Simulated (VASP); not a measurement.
# Bi (P6_3/mmc) in VASP: notebook

Runs on Bi. Level: revPBE. Tasks: single point.

Program: VASP 6.6.1. These are calculated values, not measurements. Logs are shortened: lines on timing, memory, paths and dates and some standing lists are left out, and cuts for length are marked.

### Step 1. The cell of the first run

The structure is hexagonal, space group P6_3/mmc (No. 194). The conventional cell has a = 3.547 Å, b = 3.547 Å, c = 11.874 Å, α = 90.00°, β = 90.00°, γ = 120.00°. Bi (site symmetry -3m) has 12 Bi at 3.55 to 3.61 Å within 4.7 Å. Within 4.7 Å of Bi (site symmetry -6m2) lie 12 Bi at 3.55 to 3.61 Å.

This isn't the form of Bi at room conditions, which is rhombohedral.

### Step 2. Single point, revPBE

Contents of INCAR:

```
SYSTEM = Bi
ALGO = Normal
EDIFF = 1E-6
ENCUT = 520
GGA = RE
ISIF = 2
ISMEAR = -1
LASPH = .TRUE.
LCHARG = .TRUE.
LELF = .TRUE.
LREAL = .FALSE.
LVHAR = .TRUE.
LWAVE = .FALSE.
NBANDS = 38
NELM = 80
PREC = Accurate
SIGMA = 0.1
```

Contents of KPOINTS:

```
k-points
0
G
  14 14 4
  0 0 0
```

Contents of POSCAR:

```
Bi
1.0
    3.5467435394      0.0000000000      0.0000000000
   -1.7733717697      3.0715700058      0.0000000000
    0.0000000000      0.0000000000     11.8743837604
Bi
4
Direct
    0.0000000000      1.0000000000      1.0000000000
    0.0000000000      1.0000000000      0.5000000000
    0.3333333333      0.6666666667      0.2500000000
    0.6666666667      0.3333333333      0.7500000000
```

Potentials or basis: VASP PAW PBE potentials, release 64 (Bi_d).

Command:

```sh
> cat potpaw_PBE.64/Bi_d/POTCAR > POTCAR
> mpirun -np 1 vasp_std > vasp.out
```

OUTCAR:

```text
SYSTEM = Bi
   EDIFF = 1E-6
   ENCUT = 520
   GGA = RE
   ISIF = 2
   ISMEAR = -1
   LASPH = .TRUE.
   LREAL = .FALSE.
   NELM = 80
   PREC = Accurate

 ion  position               nearest neighbor table
   1  0.000  0.000  0.000-   3 3.61   4 3.61   3 3.61   4 3.61   4 3.61   3 3.61
   2  0.000  0.000  0.500-   3 3.61   4 3.61   3 3.61   4 3.61   4 3.61   3 3.61
   3  0.333  0.667  0.250-   1 3.61   2 3.61   1 3.61   2 3.61   1 3.61   2 3.61
   4  0.667  0.333  0.750-   1 3.61   2 3.61   1 3.61   2 3.61   1 3.61   2 3.61

  LATTYP: Found a hexagonal cell.
 ALAT       =     3.5467435394
 C/A-ratio  =     3.3479679679

  Lattice vectors:

 A1 = (   3.5467435394,   0.0000000000,   0.0000000000)
 A2 = (  -1.7733717697,   3.0715700058,   0.0000000000)
 A3 = (   0.0000000000,   0.0000000000,  11.8743837604)

Analysis of symmetry for initial positions (statically):
=====================================================================
 Subroutine PRICEL returns:
 Original cell was already a primitive cell.

 Routine SETGRP: Setting up the symmetry group for a
 hexagonal supercell.

 Subroutine GETGRP returns: Found 24 space group operations
 (whereof 12 operations were pure point group operations)
 out of a pool of 24 trial point group operations.

The static configuration has the point symmetry D_3d.
 The point group associated with its full space group is D_6h.

Analysis of symmetry for dynamics (positions and initial velocities):
=====================================================================
 Subroutine PRICEL returns:
 Original cell was already a primitive cell.

 Routine SETGRP: Setting up the symmetry group for a
 hexagonal supercell.

 Subroutine GETGRP returns: Found 24 space group operations
 (whereof 12 operations were pure point group operations)
 out of a pool of 24 trial point group operations.

The dynamic configuration has the point symmetry D_3d.
 The point group associated with its full space group is D_6h.

 Subroutine INISYM returns: Found 24 space group operations
 (whereof 12 operations are pure point group operations),
 and found     1 'primitive' translations

----------------------------------------------------------------------------------------

                                     Primitive cell

  volume of cell :     129.3604

  direct lattice vectors                    reciprocal lattice vectors
     3.546743539  0.000000000  0.000000000     0.281948776  0.162783202  0.000000000
    -1.773371770  3.071570006  0.000000000     0.000000000  0.325566404  0.000000000
     0.000000000  0.000000000 11.874383760     0.000000000  0.000000000  0.084214897

  length of vectors
     3.546743539  3.546743539 11.874383760     0.325566404  0.325566404  0.084214897

  position of ions in fractional coordinates (direct lattice)
     0.000000000  0.000000000  0.000000000
     0.000000000  0.000000000  0.500000000
     0.333333333  0.666666667  0.250000000
     0.666666667  0.333333333  0.750000000

  ion indices of the primitive-cell ions
   primitive index   ion index
                 1           1
                 2           2
                 3           3
                 4           4

----------------------------------------------------------------------------------------

 KPOINTS: k-points

Automatic generation of k-mesh.
 Grid dimensions read from file:
 generate k-points for:   14   14    4

 Generating k-lattice:

  Cartesian coordinates                     Fractional coordinates (reciprocal lattice)
     0.020139198  0.011627372  0.000000000     0.071428571 -0.000000000  0.000000000
     0.000000000  0.023254743  0.000000000     0.000000000  0.071428571  0.000000000
     0.000000000  0.000000000  0.021053724     0.000000000  0.000000000  0.250000000

  Length of vectors
     0.023254743  0.023254743  0.021053724

  Shift w.r.t. Gamma in fractional coordinates (k-lattice)
     0.000000000  0.000000000  0.000000000

 Subroutine IBZKPT returns following result:
 ===========================================

 Found     72 irreducible k-points:

 Following reciprocal coordinates:
            Coordinates               Weight
  0.000000  0.000000  0.000000      1.000000
  0.071429  0.000000  0.000000      6.000000
  0.142857 -0.000000  0.000000      6.000000
  0.214286 -0.000000  0.000000      6.000000
  0.285714 -0.000000  0.000000      6.000000
  0.357143 -0.000000  0.000000      6.000000
[... 16 lines left out ...]
  0.285714  0.285714  0.000000      6.000000
  0.357143  0.285714  0.000000      6.000000
 [... further k-points ...]
   k-points           NKPTS =     72   k-points in BZ     NKDIM =     72   number of bands    NBANDS=     38
   number of dos      NEDOS =    301   number of ions     NIONS =      4
   total plane-waves  NPLWV =  70560
   dimension x,y,z NGX =    28 NGY =   28 NGZ =   90
   dimension x,y,z NGXF=    56 NGYF=   56 NGZF=  180
   ions per type =               4
   NGX,Y,Z   is equivalent  to a cutoff of  13.12, 13.12, 12.60 a.u.
   NGXF,Y,Z  is equivalent  to a cutoff of  26.25, 26.25, 25.20 a.u.
 SYSTEM =  Bi
   PREC   = accura    normal or accurate (medium, high low for compatibility)
   ISTART =      0    job   : 0-new  1-cont  2-samecut
   ICHARG =      2    charge: 1-file 2-atom 10-const
   ISPIN  =      1    spin polarized calculation?
   LNONCOLLINEAR =      F non collinear calculations
   LSORBIT =      F    spin-orbit coupling
   LASPH  =      T    aspherical Exc in radial PAW
   ENCUT  =  520.0 eV  38.22 Ry    6.18 a.u.   6.59  6.59 22.08*2*pi/ulx,y,z
   NELM   =     80;   NELMIN=  2; NELMDL= -5     # of ELM steps
   EDIFF  = 0.1E-05   stopping-criterion for ELM
   LREAL  =      F    real-space projection
   EDIFFG = 0.1E-04   stopping-criterion for IOM
   NSW    =      0    number of steps for IOM
   IBRION =     -1    ionic relax: 0-MD 1-quasi-New 2-CG
   NFREE  =      0    steps in history (QN), initial steepest desc. (CG)
   ISIF   =      2    stress and relaxation
   ISYM   =      2    0-nonsym 1-usesym 2-fastsym
   POTIM  = 0.5000    time-step for ionic-motion
   TEBEG  =    0.0;   TEEND  =   0.0 temperature during run
   PSTRESS=    0.0 pullay stress
   NELECT =      60.0000    total number of electrons
   NUPDOWN=      -1.0000    fix difference up-down
   EMIN   =  10.00;   EMAX   =-10.00  energy-range for DOS
   EFERMI =   0.00;   METHOD = LEGACY
   ISMEAR =    -1;   SIGMA  =   0.10  broadening in eV -4-tet -1-fermi 0-gaus
   EFERMI_NEDOS =   21; number of points for ismear=-14 and -15
   IALGO  =     38    algorithm
   IMIX   =      4    mixing-type and parameters
     AMIX     =   0.40;   BMIX     =  1.00
     AMIX_MAG =   1.60;   BMIX_MAG =  1.00
  volume/ion in A,a.u.               =      32.34       218.24
  Fermi-wavevector in a.u.,A,eV,Ry     =   1.267238  2.394732 21.849486  1.605892
  Thomas-Fermi vector in A             =   2.400396
   LORBIT       =      0    0 simple, 1 ext, 2 COOP (PROOUT), +10 PAW based schemes
   GGA     = RE    functional components
   LHFCALC =     F    Hartree Fock is set to
   AEXX    =    0.0000 exact exchange contribution
   IVDW    =     0    specifies the selected vdW correction
   LEPSILON=     F    determine dielectric tensor
   LRPA    =     F    only Hartree local field effects (RPA)
 non-spin polarized calculation
  energy-cutoff  :      520.00
  volume of cell :      129.36
 maximum number of plane-waves:      3537
 NGX is ok and might be reduce to    28
   NGX = 13   NGY = 13   NGZ = 45

 number of electron      60.0000000 magnetization

 Free energy of the ion-electron system (eV)
  ---------------------------------------------------
  ext. energy  EPLUGINS =         0.00000000
  ---------------------------------------------------
  free energy    TOTEN  =       -13.64325490 eV

  energy without entropy =      -13.55269835  energy(sigma->0) =      -13.59797663

 E-fermi :   7.6016     XC(G=0): -10.0541

 val. band max:        7.5622662537   @ k =   0.1429   0.1429   0.0000
 cond. band min:       7.6157069880   @ k =   0.2857   0.2143   0.2500
 fundamental gap:      0.0534407343
 Fermi energy:         7.6015690857

 k-point     1 :       0.0000    0.0000    0.0000
  band No.  band energies     occupation
      1     -15.5200      2.00000
      2     -15.5200      2.00000
      3     -15.5182      2.00000
      4     -15.5138      2.00000
      5     -15.5138      2.00000
      6     -15.5107      2.00000
[... 30 lines left out ...]
     37      14.7685      0.00000
     38      15.1735      0.00000

 k-point     2 :       0.0714    0.0000    0.0000
  band No.  band energies     occupation
      1     -15.5210      2.00000
      2     -15.5191      2.00000
      3     -15.5151      2.00000
      4     -15.5146      2.00000
      5     -15.5112      2.00000
      6     -15.5082      2.00000
[... 30 lines left out ...]
     37      15.2512      0.00000
     38      15.6584      0.00000

 k-point     3 :       0.1429   -0.0000    0.0000
  band No.  band energies     occupation
      1     -15.5291      2.00000
      2     -15.5255      2.00000
      3     -15.5163      2.00000
      4     -15.5075      2.00000
      5     -15.5029      2.00000
      6     -15.5018      2.00000
[... 30 lines left out ...]
     37      14.5214      0.00000
     38      15.0693      0.00000

 k-point     4 :       0.2143   -0.0000    0.0000
  band No.  band energies     occupation
      1     -15.5418      2.00000
      2     -15.5329      2.00000
      3     -15.5228      2.00000
      4     -15.5064      2.00000
      5     -15.4993      2.00000
      6     -15.4985      2.00000
[... 30 lines left out ...]
     37      13.7488      0.00000
     38      14.3922      0.00000
[... 703 lines left out ...]
      4     -15.5047      2.00000
      5     -15.5005      2.00000
      6     -15.4935      2.00000
[... 30 lines left out ...]
     37      13.1115      0.00000
     38      13.7201      0.00000

 k-point    23 :       0.2857    0.2857    0.0000
  band No.  band energies     occupation
      1     -15.5226      2.00000
      2     -15.5146      2.00000
      3     -15.5146      2.00000
      4     -15.5031      2.00000
      5     -15.4893      2.00000
      6     -15.4816      2.00000
[... 30 lines left out ...]
     37      12.9657      0.00000
     38      14.1079      0.00000

 k-point    24 :       0.3571    0.2857    0.0000
  band No.  band energies     occupation
      1     -15.5205      2.00000
      2     -15.5161      2.00000
      3     -15.5093      2.00000
      4     -15.5082      2.00000
      5     -15.4943      2.00000
      6     -15.4791      2.00000
[... 30 lines left out ...]
     37      13.3639      0.00000
     38      13.5796      0.00000

 [... further k-points ...]

------------------------ aborting loop because EDIFF is reached ----------------------------------------

  FORCE on cell =-STRESS in cart. coord.  units (eV):
  Direction    XX          YY          ZZ          XY          YZ          ZX
  --------------------------------------------------------------------------------------
  -------------------------------------------------------------------------------------
  Total       -0.0231190     -0.0231190     -0.0229531      0.0000000     -0.0000000     -0.0000000
  in kB       -0.2863378     -0.2863378     -0.2842831      0.0000000     -0.0000000     -0.0000000
  external PRESSURE =      -0.2856529 kB  Pullay stress =       0.0000000 kB

 VOLUME and BASIS-vectors are now :
 -----------------------------------------------------------------------------
  energy-cutoff  :      520.00
  volume of cell :      129.36
      direct lattice vectors                 reciprocal lattice vectors
     3.546743539  0.000000000  0.000000000     0.281948776  0.162783202  0.000000000
    -1.773371770  3.071570006  0.000000000     0.000000000  0.325566404  0.000000000
     0.000000000  0.000000000 11.874383760     0.000000000  0.000000000  0.084214897

 POSITION                                       TOTAL-FORCE (eV/Angst)
 -----------------------------------------------------------------------------------
      0.00000      0.00000      0.00000        -0.000000      0.000000      0.000000
      0.00000      0.00000      5.93719        -0.000000      0.000000      0.000000
     -0.00000      2.04771      2.96860         0.000000      0.000000      0.000000
      1.77337      1.02386      8.90579        -0.000000      0.000000     -0.000000
 -----------------------------------------------------------------------------------
    total drift:                                0.000000     -0.000000      0.000000

  FREE ENERGIE OF THE ION-ELECTRON SYSTEM (eV)
  ---------------------------------------------------
  free  energy   TOTEN  =       -13.6432549048 eV

  energy  without entropy=      -13.5526983462  energy(sigma->0) =      -13.59797663
```

Run time: 2 min. Hardware: 1 thread of Intel Xeon 6975P-C (Granite Rapids), shared host; peak memory 0.41 GiB.

Results:

```
Free energy            : -13.6433 eV
Pressure               : 0.0 GPa
Band gap on the k mesh : zero (bands 30 and 31 overlap by 5.93 eV)
```

Caveat: the PAW data sets were made with another functional, which shifts forces and pressure a little; spin-orbit coupling is left out, which moves the levels of the heavy elements.

### Step 3. Single point, revPBE

Contents of INCAR:

```
SYSTEM = Bi
PREC = Accurate
ENCUT = 520
EDIFF = 1E-7
ISMEAR = -1
SIGMA = 0.1
LREAL = .FALSE.
LASPH = .TRUE.
NELM = 80
ALGO = Normal
ISIF = 2
LWAVE = .FALSE.
LCHARG = .TRUE.
GGA = RE
LELF = .TRUE.
LVHAR = .TRUE.
NBANDS = 38
```

Contents of KPOINTS:

```
regular mesh
0
G
  10 10 3
  0 0 0
```

POSCAR is that of step 2.

Potentials or basis: VASP PAW PBE potentials, release 64 (Bi_d).

Command:

```sh
> cat potpaw_PBE.64/Bi_d/POTCAR > POTCAR
> mpirun -np 1 vasp_std > vasp.out
```

It took 2.1 min on 1 thread of Intel Xeon Platinum 8259CL at 2.50GHz (Skylake/Cascade Lake), shared host; peak memory 0.29 GiB.

Results (log left out):

```yaml
Free_energy: -13.6511 eV
Pressure: -0.1 GPa
Band_gap_on_the_k_mesh: zero (bands 30 and 31 overlap by 5.79 eV)
```

Levels at points of the mesh, in eV from the Fermi level:
| k point | band 26 | band 27 | band 28 | band 29 | band 30 | band 31 | band 32 | band 33 | band 34 | band 35 |
| --- | --- | --- | --- | --- | --- | --- | --- | --- | --- | --- |
| (0.00, 0.00, 0.00) | -1.29 | -1.29 | 3.45 | 3.45 | 4.08 | 4.08 | 4.10 | 4.10 | 4.43 | 4.85 |
| (0.50, 0.00, 0.00) | -4.67 | -3.77 | -3.35 | -1.40 | -0.71 | 0.54 | 1.38 | 1.61 | 1.61 | 2.31 |

Caveat: the PAW data sets were made with another functional, which shifts forces and pressure a little; spin-orbit coupling is left out, which moves the levels of the heavy elements.

(Continued in part 2 of 2.)
